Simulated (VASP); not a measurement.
# Ni3Pt (Pm-3m) in VASP: a series of runs, part 2 of 2

VASP 6.6.1.

## 3. Single point, LDA, collinear spin, ferromagnetic start

INCAR

```
SYSTEM = Ni3Pt
PREC = Accurate
ENCUT = 520
EDIFF = 1E-7
ISMEAR = -1
SIGMA = 0.05
LREAL = .False.
LASPH = .True.
NELM = 150
ALGO = Normal
ISIF = 2
LWAVE = .False.
LCHARG = .False.
ISPIN = 2
MAGMOM = 1.5 1.5 1.5 0.6
LORBIT = 11
LMAXMIX = 4
NBANDS = 32
```

KPOINTS

```
regular mesh
0
Gamma
  9 9 9
  0 0 0
```

POSCAR

```
Ni3Pt
1.0
    3.6245667900      0.0000000000      0.0000000000
    0.0000000000      3.6245667900      0.0000000000
    0.0000000000      0.0000000000      3.6245667900
Ni Pt
3 1
Direct
    0.5000000000      0.0000000000      0.5000000000
    0.0000000000      0.5000000000      0.5000000000
    0.5000000000      0.5000000000      0.0000000000
    0.0000000000      0.0000000000      0.0000000000
```

Potentials or basis: VASP PAW LDA potentials, release 64 (Ni, Pt).

The run is started by

```bash
$ cat potpaw_LDA.64/Ni/POTCAR potpaw_LDA.64/Pt/POTCAR > POTCAR
$ mpirun -np 1 vasp_std > vasp.out
```

Run time: 45 s. Hardware: 1 thread of AMD EPYC 9R45 (Zen 5), shared host; peak memory 0.18 GiB.

It converged, with:

```yaml
Free_energy: -27.4182 eV
Pressure: -11.5 GPa
Net_moment: 2.17 μB per cell
Site_moments: Ni +0.62; Pt +0.30 μB
Valence_electrons_inside_the_program's_atomic_spheres: Ni 9.30; Pt 9.47
```

Levels at points of the mesh, in eV from the Fermi level:
Spin up:
```tsv
k point	band 19	band 20	band 21	band 22	band 23	band 24
(0.00, 0.00, 0.00)	0.17	0.17	0.17	2.24	2.24	2.24
```
Spin down:
```
           k point  band 17  band 18  band 19  band 20  band 21  band 22
(0.00, 0.00, 0.00)     0.29     0.29     0.72     0.72     0.72     2.30
```

Caveat: the cell stands under tension; spin-orbit coupling is left out, which moves the levels of the heavy elements.

## 4. Single point, LDA, collinear spin, ferromagnetic start

INCAR

```
SYSTEM = Ni3Pt
ALGO = Normal ; EDIFF = 1E-7
ENCUT = 520 ; GGA = CA
ISIF = 2 ; ISMEAR = -1
ISPIN = 2 ; LASPH = .TRUE.
LCHARG = .FALSE. ; LMAXMIX = 4
LORBIT = 11 ; LREAL = .FALSE.
LWAVE = .FALSE. ; MAGMOM = 0.168 0.168 0.168 0.066
NBANDS = 32 ; NELM = 150
NUPDOWN = 0.57 ; PREC = Accurate
SIGMA = 0.05
```

KPOINTS

```
k-points
0
G
  9 9 9
  0 0 0
```

POSCAR is that of step 3.

Potentials or basis: VASP PAW LDA potentials, release 64 (Ni, Pt).

The run is started by

```bash
$ cat potpaw_LDA.64/Ni/POTCAR potpaw_LDA.64/Pt/POTCAR > POTCAR
$ mpirun -np 1 vasp_std > vasp.out
```

OUTCAR:

```text
SYSTEM = Ni3Pt
   EDIFF = 1E-7
   ENCUT = 520
   GGA = CA
   ISIF = 2
   ISMEAR = -1
   ISPIN = 2
   LASPH = .TRUE.
   LORBIT = 11
   LREAL = .FALSE.
   NELM = 150
   NUPDOWN = 0.57
   PREC = Accurate

 ion  position               nearest neighbor table
   1  0.500  0.000  0.500-   2 2.56   3 2.56   4 2.56   3 2.56   4 2.56   2 2.56   3 2.56   3 2.56
                             2 2.56   4 2.56   4 2.56   2 2.56
   2  0.000  0.500  0.500-   1 2.56   3 2.56   4 2.56   3 2.56   4 2.56   1 2.56   4 2.56   4 2.56
                             1 2.56   3 2.56   3 2.56   1 2.56
   3  0.500  0.500  0.000-   1 2.56   2 2.56   4 2.56   1 2.56   2 2.56   1 2.56   4 2.56   1 2.56
                             2 2.56   4 2.56   2 2.56   4 2.56
   4  0.000  0.000  0.000-   1 2.56   2 2.56   3 2.56   1 2.56   2 2.56   2 2.56   3 2.56   2 2.56
                             1 2.56   3 2.56   1 2.56   3 2.56

  LATTYP: Found a simple cubic cell.
 ALAT       =     3.6245667900

  Lattice vectors:

 A1 = (   3.6245667900,   0.0000000000,   0.0000000000)
 A2 = (   0.0000000000,   3.6245667900,   0.0000000000)
[... 1884 lines left out ...]
     31      25.5595      0.00000
     32      26.4080      0.00000

 [... further k-points ...]
[... 5 lines left out ...]
  --------------------------------------------------------------------------------------
  -------------------------------------------------------------------------------------
  Total       -3.8174054     -3.8174054     -3.8174054      0.0000000     -0.0000000     -0.0000000
  in kB     -128.4430298   -128.4430298   -128.4430298      0.0000000     -0.0000000     -0.0000000
  external PRESSURE =    -128.4430298 kB  Pullay stress =       0.0000000 kB

 VOLUME and BASIS-vectors are now :
 -----------------------------------------------------------------------------
  energy-cutoff  :      520.00
  volume of cell :       47.62
      direct lattice vectors                 reciprocal lattice vectors
     3.624566790  0.000000000  0.000000000     0.275895040  0.000000000  0.000000000
     0.000000000  3.624566790  0.000000000     0.000000000  0.275895040  0.000000000
     0.000000000  0.000000000  3.624566790     0.000000000  0.000000000  0.275895040

 POSITION                                       TOTAL-FORCE (eV/Angst)
 -----------------------------------------------------------------------------------
      1.81228      0.00000      1.81228         0.000000      0.000000      0.000000
      0.00000      1.81228      1.81228         0.000000      0.000000      0.000000
      1.81228      1.81228      0.00000         0.000000      0.000000      0.000000
      0.00000      0.00000      0.00000         0.000000      0.000000      0.000000
 -----------------------------------------------------------------------------------
    total drift:                                0.000000      0.000000      0.000000

  FREE ENERGIE OF THE ION-ELECTRON SYSTEM (eV)
  ---------------------------------------------------
  free  energy   TOTEN  =       -27.3677084562 eV

  energy  without entropy=      -27.2856512344  energy(sigma->0) =      -27.32667985

 total charge

# of ion       s       p       d       tot
------------------------------------------
    1        0.469   0.486   8.349   9.303
    2        0.469   0.486   8.349   9.303
    3        0.469   0.486   8.349   9.303
    4        0.745   0.666   8.039   9.450
--------------------------------------------------
tot          2.151   2.123  33.086  37.361

 magnetization (x)

# of ion       s       p       d       tot
------------------------------------------
    1       -0.001  -0.004   0.175   0.170
    2       -0.001  -0.004   0.175   0.170
    3       -0.001  -0.004   0.175   0.170
    4       -0.002  -0.008   0.075   0.065
--------------------------------------------------
tot         -0.006  -0.020   0.601   0.575
```

OSZICAR:

```text
N       E                     dE             d eps       ncg     rms          rms(c)
DAV:   1     0.274338419003E+03    0.27434E+03   -0.17738E+04  4632   0.166E+03
DAV:   2    -0.121520274065E+02   -0.28649E+03   -0.26680E+03  4528   0.335E+02
DAV:   3    -0.306661748367E+02   -0.18514E+02   -0.17845E+02  5200   0.102E+02
DAV:   4    -0.309949399763E+02   -0.32877E+00   -0.32838E+00  5032   0.133E+01
DAV:   5    -0.310068239485E+02   -0.11884E-01   -0.11883E-01  5720   0.217E+00    0.215E+01
DAV:   6    -0.310478617133E+02   -0.41038E-01   -0.23150E+01  5056   0.859E+01    0.206E+01
DAV:   7    -0.278412994048E+02    0.32066E+01   -0.28024E+01  5552   0.691E+01    0.816E+00
DAV:   8    -0.274200459335E+02    0.42125E+00   -0.71374E-01  6576   0.108E+01    0.296E+00
DAV:   9    -0.273712786886E+02    0.48767E-01   -0.86724E-02  6936   0.367E+00    0.643E-01
DAV:  10    -0.273682764025E+02    0.30023E-02   -0.14225E-02  5064   0.132E+00    0.279E-01
DAV:  11    -0.273678498139E+02    0.42659E-03   -0.65893E-04  5752   0.267E-01    0.113E-01
DAV:  12    -0.273677029683E+02    0.14685E-03   -0.16889E-04  6688   0.161E-01    0.492E-02
DAV:  13    -0.273677086020E+02   -0.56336E-05   -0.34193E-05  5032   0.671E-02    0.161E-02
DAV:  14    -0.273677085442E+02    0.57780E-07   -0.11923E-06  6056   0.135E-02    0.576E-03
DAV:  15    -0.273677084562E+02    0.87999E-07   -0.70949E-07  6240   0.117E-02
   1 F= -.27367708E+02 E0= -.27326680E+02  d E =-.820572E-01  mag=     0.5700
```

It took 42 s on 1 thread of AMD EPYC 9R45 (Zen 5), shared host; peak memory 0.17 GiB.

Results:

| Quantity | Value |
| --- | --- |
| Free energy | -27.3677 eV |
| Pressure | -12.8 GPa |
| Net moment | 0.57 μB per cell |
| Site moments | Ni +0.17; Pt +0.07 μB |
| Valence electrons inside the program's atomic spheres | Ni 9.30; Pt 9.45 |

Caveat: the cell stands under tension; spin-orbit coupling is left out, which moves the levels of the heavy elements; the total moment is fixed, so each spin has its own Fermi level.

## 5. Single point, LDA, collinear spin, ferromagnetic start

INCAR

```
PREC     = Accurate       # precision mode
ENCUT    = 520            # plane-wave cutoff, eV
EDIFF    = 1E-7           # SCF threshold, eV
ISMEAR   = -1             # smearing method
SIGMA    = 0.05           # smearing width, eV
LREAL    = F              # projectors in reciprocal space
LASPH    = T              # aspherical terms in the spheres
NELM     = 150            # most SCF steps
ALGO     = Normal         # electronic algorithm
ISIF     = 2              # what is computed and relaxed
LWAVE    = F              # write WAVECAR
LCHARG   = F              # write CHGCAR
ISPIN    = 2              # spin polarisation
MAGMOM   = 0.332 0.332 0.332 0.134 # initial moments
LORBIT   = 11             # projections on sites
NUPDOWN  = 1.13           # fixed moment
LMAXMIX  = 4              # l up to which the mixer works
NBANDS   = 32             # bands
```

KPOINTS

```
Automatic mesh
0
Gamma
  9 9 9
```

POSCAR is that of step 4.

The run is started by

```bash
$ cat potpaw_LDA.64/Ni/POTCAR potpaw_LDA.64/Pt/POTCAR > POTCAR
$ mpirun -np 1 vasp_std > vasp.out
```

It took 43 s on 1 thread of AMD EPYC 9R45 (Zen 5), shared host; peak memory 0.17 GiB.

Results (log left out):

```
Free energy                                           : -27.3849 eV
Pressure                                              : -12.6 GPa
Net moment                                            : 1.13 μB per cell
Site moments                                          : Ni +0.33; Pt +0.14 μB
Valence electrons inside the program's atomic spheres : Ni 9.30; Pt 9.46
```

Caveat: the cell stands under tension; spin-orbit coupling is left out, which moves the levels of the heavy elements; the total moment is fixed, so each spin has its own Fermi level.

## 6. Overview

| spin | fixed moment (μB) | pressure (GPa) | moment (μB) |
| --- | --- | --- | --- |
| collinear, zero start | 0.0 | -12.9 | 0.00 |
| collinear, ferromagnetic start | - | -11.5 | 2.17 |
| collinear, ferromagnetic start | 0.57 | -12.8 | 0.57 |
| collinear, ferromagnetic start | 1.13 | -12.6 | 1.13 |

Alike in all rows: task single point; level LDA; potentials or basis VASP PAW LDA potentials, release 64 (Ni, Pt); cell as given; k mesh 9 × 9 × 9; cutoff (eV) 520; smearing fermi-dirac 0.05 eV.

Caveats: the cell stands under tension; spin-orbit coupling is left out, which moves the levels of the heavy elements; the total moment is fixed, so each spin has its own Fermi level (at least some runs).

Total energies depend on the potentials used, so only differences within one code and one set of settings carry meaning.
